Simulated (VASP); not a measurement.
# Al in VASP: relaxation of the atoms with PBEsol

Aim: the relaxation of the atoms of Al with PBEsol.

Everything below comes from runs of VASP 6.6.1. Logs are shortened: lines on timing, memory, paths and dates and some standing lists are left out, and cuts for length are marked.

## 1. The cell of the first run

The cell holds a slab with vacuum, 6 atoms: a = 2.845 Å, b = 2.845 Å, c = 27.635 Å, α = 90.00°, β = 90.00°, γ = 120.00°.

## 2. Relaxation of the atoms, PBEsol

Input file INCAR:

```
PREC = Accurate
ENCUT = 520
EDIFF = 1E-6
ISMEAR = -1
SIGMA = 0.1
LREAL = F
LASPH = T
NELM = 60
ALGO = Normal
ISIF = 2
LWAVE = F
LCHARG = F
LDIPOL = T
IDIPOL = 3
DIPOL = 0.5 0.5 0.500
GGA = PS
IBRION = 2
NSW = 32
EDIFFG = -0.01
```

Input file KPOINTS:

```
Automatic mesh
0
Gamma
  13 13 1
```

Input file POSCAR:

```
Al
1.0
    2.8454993653      0.0000000000      0.0000000000
   -1.4227496826      2.4642747368      0.0000000000
    0.0000000000      0.0000000000     27.6351000000
Al
6
Direct
    0.8333333333      0.1666666667      0.2866063369
    0.1666666667      0.8333333333      0.3721625656
    0.8333333333      0.1666666667      0.4574975363
    0.1666666667      0.8333333333      0.5425024636
    0.8333333333      0.1666666667      0.6278374288
    0.1666666667      0.8333333333      0.7133936689
```

Potentials or basis: VASP PAW PBE potentials, release 64 (Al).

Command:

```bash
cat potpaw_PBE.64/Al/POTCAR > POTCAR
mpirun -np 1 vasp_std > vasp.out
```

OUTCAR:

```text
PREC = Accurate
   ENCUT = 520
   EDIFF = 1E-6
   ISMEAR = -1
   LREAL = F
   LASPH = T
   NELM = 60
   ISIF = 2
   GGA = PS
   IBRION = 2
   NSW = 32
   EDIFFG = -0.01

 ion  position               nearest neighbor table
   1  0.833  0.167  0.287-   2 2.88   2 2.88   2 2.88
   2  0.167  0.833  0.372-   3 2.87   3 2.87   3 2.87   1 2.88   1 2.88   1 2.88
   3  0.833  0.167  0.457-   4 2.87   4 2.87   4 2.87   2 2.87   2 2.87   2 2.87
   4  0.167  0.833  0.543-   3 2.87   3 2.87   3 2.87   5 2.87   5 2.87   5 2.87
   5  0.833  0.167  0.628-   4 2.87   4 2.87   4 2.87   6 2.88   6 2.88   6 2.88
   6  0.167  0.833  0.713-   5 2.88   5 2.88   5 2.88

  LATTYP: Found a hexagonal cell.
 ALAT       =     2.8454993653
 C/A-ratio  =     9.7118629992

  Lattice vectors:

 A1 = (   2.8454993653,   0.0000000000,   0.0000000000)
 A2 = (  -1.4227496826,   2.4642747368,   0.0000000000)
 A3 = (   0.0000000000,   0.0000000000,  27.6351000000)

Analysis of symmetry for initial positions (statically):
=====================================================================
 Subroutine PRICEL returns:
 Original cell was already a primitive cell.

 Routine SETGRP: Setting up the symmetry group for a
 hexagonal supercell.

 Subroutine GETGRP returns: Found 12 space group operations
 (whereof  4 operations were pure point group operations)
 out of a pool of 24 trial point group operations.

The static configuration has the point symmetry C_2h.
 The point group associated with its full space group is D_3d.

Analysis of symmetry for dynamics (positions and initial velocities):
=====================================================================
 Subroutine PRICEL returns:
 Original cell was already a primitive cell.

 Routine SETGRP: Setting up the symmetry group for a
 hexagonal supercell.

 Subroutine GETGRP returns: Found 12 space group operations
 (whereof  4 operations were pure point group operations)
 out of a pool of 24 trial point group operations.

The dynamic configuration has the point symmetry C_2h.
 The point group associated with its full space group is D_3d.

 Subroutine INISYM returns: Found 12 space group operations
 (whereof  4 operations are pure point group operations),
 and found     1 'primitive' translations

----------------------------------------------------------------------------------------

                                     Primitive cell

  volume of cell :     193.7799

  direct lattice vectors                    reciprocal lattice vectors
     2.845499365  0.000000000  0.000000000     0.351432164  0.202899455  0.000000000
    -1.422749683  2.464274737  0.000000000     0.000000000  0.405798909  0.000000000
     0.000000000  0.000000000 27.635100000     0.000000000  0.000000000  0.036185865

  length of vectors
     2.845499365  2.845499365 27.635100000     0.405798909  0.405798909  0.036185865

  position of ions in fractional coordinates (direct lattice)
     0.833333333  0.166666667  0.286606337
     0.166666667  0.833333333  0.372162566
     0.833333333  0.166666667  0.457497536
     0.166666667  0.833333333  0.542502464
     0.833333333  0.166666667  0.627837429
     0.166666667  0.833333333  0.713393669

  ion indices of the primitive-cell ions
   primitive index   ion index
                 1           1
                 2           2
                 3           3
                 4           4
                 5           5
                 6           6

----------------------------------------------------------------------------------------

 KPOINTS: Automatic mesh

Automatic generation of k-mesh.
 Grid dimensions read from file:
 generate k-points for:   13   13    1

 Generating k-lattice:

  Cartesian coordinates                     Fractional coordinates (reciprocal lattice)
     0.027033243  0.015607650  0.000000000     0.076923077 -0.000000000  0.000000000
     0.000000000  0.031215301  0.000000000     0.000000000  0.076923077  0.000000000
     0.000000000  0.000000000  0.036185865     0.000000000  0.000000000  1.000000000

  Length of vectors
     0.031215301  0.031215301  0.036185865

  Shift w.r.t. Gamma in fractional coordinates (k-lattice)
     0.000000000  0.000000000  0.000000000

 Subroutine IBZKPT returns following result:
 ===========================================

 Found     21 irreducible k-points:

 Following reciprocal coordinates:
            Coordinates               Weight
  0.000000  0.000000  0.000000      1.000000
  0.076923  0.000000  0.000000      6.000000
  0.153846  0.000000  0.000000      6.000000
  0.230769  0.000000  0.000000      6.000000
  0.307692  0.000000  0.000000      6.000000
  0.384615  0.000000  0.000000      6.000000
[... 13 lines left out ...]
  0.384615  0.230769  0.000000      6.000000
  0.307692  0.307692  0.000000      6.000000
   k-points           NKPTS =     21   k-points in BZ     NKDIM =     21   number of bands    NBANDS=     13
   number of dos      NEDOS =    301   number of ions     NIONS =      6
   total plane-waves  NPLWV = 120960
   dimension x,y,z NGX =    24 NGY =   24 NGZ =  210
   dimension x,y,z NGXF=    48 NGYF=   48 NGZF=  420
   ions per type =               6
   NGX,Y,Z   is equivalent  to a cutoff of  14.02, 14.02, 12.63 a.u.
   NGXF,Y,Z  is equivalent  to a cutoff of  28.04, 28.04, 25.27 a.u.
 SYSTEM =  unknown system
   PREC   = accura    normal or accurate (medium, high low for compatibility)
   ISTART =      0    job   : 0-new  1-cont  2-samecut
   ICHARG =      2    charge: 1-file 2-atom 10-const
   ISPIN  =      1    spin polarized calculation?
   LNONCOLLINEAR =      F non collinear calculations
   LSORBIT =      F    spin-orbit coupling
   LASPH  =      T    aspherical Exc in radial PAW
   ENCUT  =  520.0 eV  38.22 Ry    6.18 a.u.   5.29  5.29 51.38*2*pi/ulx,y,z
   NELM   =     60;   NELMIN=  2; NELMDL= -5     # of ELM steps
   EDIFF  = 0.1E-05   stopping-criterion for ELM
   LREAL  =      F    real-space projection
   EDIFFG = -.1E-01   stopping-criterion for IOM
   NSW    =     32    number of steps for IOM
   IBRION =      2    ionic relax: 0-MD 1-quasi-New 2-CG
   NFREE  =      1    steps in history (QN), initial steepest desc. (CG)
   ISIF   =      2    stress and relaxation
   ISYM   =      2    0-nonsym 1-usesym 2-fastsym
   POTIM  = 0.5000    time-step for ionic-motion
   TEBEG  =    0.0;   TEEND  =   0.0 temperature during run
   PSTRESS=    0.0 pullay stress
   NELECT =      18.0000    total number of electrons
   NUPDOWN=      -1.0000    fix difference up-down
   EMIN   =  10.00;   EMAX   =-10.00  energy-range for DOS
   EFERMI =   0.00;   METHOD = LEGACY
   ISMEAR =    -1;   SIGMA  =   0.10  broadening in eV -4-tet -1-fermi 0-gaus
   EFERMI_NEDOS =   21; number of points for ismear=-14 and -15
   IALGO  =     38    algorithm
   IMIX   =      4    mixing-type and parameters
     AMIX     =   0.40;   BMIX     =  1.00
     AMIX_MAG =   1.60;   BMIX_MAG =  1.00
  volume/ion in A,a.u.               =      32.30       217.95
  Fermi-wavevector in a.u.,A,eV,Ry     =   0.741417  1.401076  7.479119  0.549700
  Thomas-Fermi vector in A             =   1.836053
   LORBIT       =      0    0 simple, 1 ext, 2 COOP (PROOUT), +10 PAW based schemes
   GGA     = PS    functional components
   LHFCALC =     F    Hartree Fock is set to
   AEXX    =    0.0000 exact exchange contribution
   IVDW    =     0    specifies the selected vdW correction
   LEPSILON=     F    determine dielectric tensor
   LRPA    =     F    only Hartree local field effects (RPA)
 conjugate gradient relaxation of ions
 non-spin polarized calculation
  energy-cutoff  :      520.00
  volume of cell :      193.78
 maximum number of plane-waves:      5257
 NGX is ok and might be reduce to    24
   NGX = 11   NGY = 11   NGZ =103

 dipolmoment           0.000000      0.000000     -0.000000 electrons x Angstroem

 number of electron      18.0000000 magnetization

 dipolmoment           0.000000      0.000000      0.000001 electrons x Angstroem

 Free energy of the ion-electron system (eV)
  ---------------------------------------------------
  ext. energy  EPLUGINS =         0.00000000
  ---------------------------------------------------
  free energy    TOTEN  =       -23.58079102 eV

  energy without entropy =      -23.47253241  energy(sigma->0) =      -23.52666172

 E-fermi :   2.0945     XC(G=0):  -5.8980

 val. band max:        2.0889055058   @ k =   0.3077   0.3077   0.0000
 cond. band min:       2.1353552825   @ k =   0.3077   0.0000   0.0000
 fundamental gap:      0.0464497767
 Fermi energy:         2.0945387409

 k-point     1 :       0.0000    0.0000    0.0000
  band No.  band energies     occupation
      1      -8.8486      2.00000
      2      -8.3550      2.00000
      3      -7.5630      2.00000
      4      -6.4766      2.00000
      5      -5.1119      2.00000
      6      -3.4736      2.00000
      7      -1.7102      2.00000
      8       0.3173      2.00000
      9       2.3849      0.10395
     10       4.3286      0.00000
     11       5.6132      0.00000
     12       6.4565      0.00000
     13       6.6012      0.00000

 k-point     2 :       0.0769    0.0000    0.0000
  band No.  band energies     occupation
      1      -8.7046      2.00000
      2      -8.2115      2.00000
      3      -7.4201      2.00000
      4      -6.3345      2.00000
      5      -4.9706      2.00000
      6      -3.3324      2.00000
      7      -1.5750      2.00000
      8       0.4523      2.00000
      9       2.5181      0.02852
     10       4.4614      0.00000
     11       5.7528      0.00000
     12       6.5952      0.00000
     13       6.7405      0.00000

 k-point     3 :       0.1538    0.0000    0.0000
  band No.  band energies     occupation
      1      -8.2736      2.00000
      2      -7.7817      2.00000
      3      -6.9922      2.00000
      4      -5.9091      2.00000
      5      -4.5480      2.00000
      6      -2.9106      2.00000
      7      -1.1696      2.00000
      8       0.8553      1.99999
      9       2.9126      0.00056
     10       4.8499      0.00000
     11       6.1629      0.00000
     12       6.9956      0.00000
     13       7.1449      0.00000
[... 257 lines left out ...]
 k-point    20 :       0.3846    0.2308    0.0000
  band No.  band energies     occupation
      1      -2.0527      2.00000
      2      -1.9069      2.00000
      3      -1.5886      2.00000
      4      -1.4632      2.00000
      5      -0.8437      2.00000
      6      -0.7510      2.00000
      7       0.3622      2.00000
      8       0.4547      2.00000
      9       1.3887      1.99828
     10       1.4479      1.99690
     11       1.6775      1.96959
     12       2.4573      0.05179
     13       2.9209      0.00052

 k-point    21 :       0.3077    0.3077    0.0000
  band No.  band energies     occupation
      1      -2.1170      2.00000
      2      -1.6526      2.00000
      3      -0.9310      2.00000
      4      -0.4774      2.00000
      5      -0.2696      2.00000
      6      -0.0274      2.00000
      7      -0.0196      2.00000
      8       0.1964      2.00000
      9       0.8775      1.99999
     10       1.0895      1.99991
     11       1.6942      1.96413
     12       2.0889      1.02816
     13       2.2033      0.50423

------------------------ aborting loop because EDIFF is reached ----------------------------------------

 vacuum level on the upper side and lower side of the slab       (xc-potential included)        -0.103        -0.103

  FORCE on cell =-STRESS in cart. coord.  units (eV):
  Direction    XX          YY          ZZ          XY          YZ          ZX
  --------------------------------------------------------------------------------------
  -------------------------------------------------------------------------------------
  Total       -2.0802730     -2.0802730      0.0263867     -0.0000000      0.0000000      0.0000000
  in kB      -17.1997547    -17.1997547      0.2181658     -0.0000000      0.0000000      0.0000000
  external PRESSURE =     -11.3937812 kB  Pullay stress =       0.0000000 kB

 VOLUME and BASIS-vectors are now :
 -----------------------------------------------------------------------------
  energy-cutoff  :      520.00
  volume of cell :      193.78
      direct lattice vectors                 reciprocal lattice vectors
     2.845499365  0.000000000  0.000000000     0.351432164  0.202899455  0.000000000
    -1.422749683  2.464274737  0.000000000     0.000000000  0.405798909  0.000000000
     0.000000000  0.000000000 27.635100000     0.000000000  0.000000000  0.036185865

 POSITION                                       TOTAL-FORCE (eV/Angst)
 -----------------------------------------------------------------------------------
      2.13412      0.41071      7.92039         0.000000     -0.000000     -0.002989
     -0.71137      2.05356     10.28475         0.000000     -0.000000      0.002267
      2.13412      0.41071     12.64299         0.000000      0.000000     -0.004228
     -0.71137      2.05356     14.99211         0.000000      0.000000      0.004228
      2.13412      0.41071     17.35035        -0.000000      0.000000     -0.002267
     -0.71137      2.05356     19.71471        -0.000000      0.000000      0.002989
 -----------------------------------------------------------------------------------
    total drift:                               -0.000000      0.000000      0.000025

  FREE ENERGIE OF THE ION-ELECTRON SYSTEM (eV)
  ---------------------------------------------------
  free  energy   TOTEN  =       -23.5807910245 eV

  energy  without entropy=      -23.4725324108  energy(sigma->0) =      -23.52666172

 reached required accuracy - stopping structural energy minimisation

 vacuum level on the upper side and lower side of the slab         6.126         6.126
```

Wall time 2.5 min (1 thread of Intel Xeon 8259CL, shared host); peak memory 0.33 GiB.

Results:

| Quantity | Value |
| --- | --- |
| Free energy | -23.5808 eV |
| Largest force after relaxing | 0.004 eV/Å |
| Band gap on the k mesh | zero (bands 9 and 10 overlap by 2.99 eV) |

Forces on the atoms (eV/Å):
```
Al   0.000  0.000 -0.003
Al   0.000  0.000  0.002
Al   0.000  0.000 -0.004
Al   0.000  0.000  0.004
Al   0.000  0.000 -0.002
Al   0.000  0.000  0.003
```

Final structure:
```xyz
6
Lattice="2.8455 0.0000 0.0000 -1.4227 2.4643 0.0000 0.0000 0.0000 27.6351" Properties=species:S:1:pos:R:3 pbc="T T T"
Al    2.1341    0.4107    7.9204
Al   -0.7114    2.0536   10.2848
Al    2.1341    0.4107   12.6430
Al   -0.7114    2.0536   14.9921
Al    2.1341    0.4107   17.3503
Al   -0.7114    2.0536   19.7147
```

Caveat: the relaxation stopped at its first step, so nothing moved; the PAW data sets were made with another functional, which shifts forces and pressure a little.
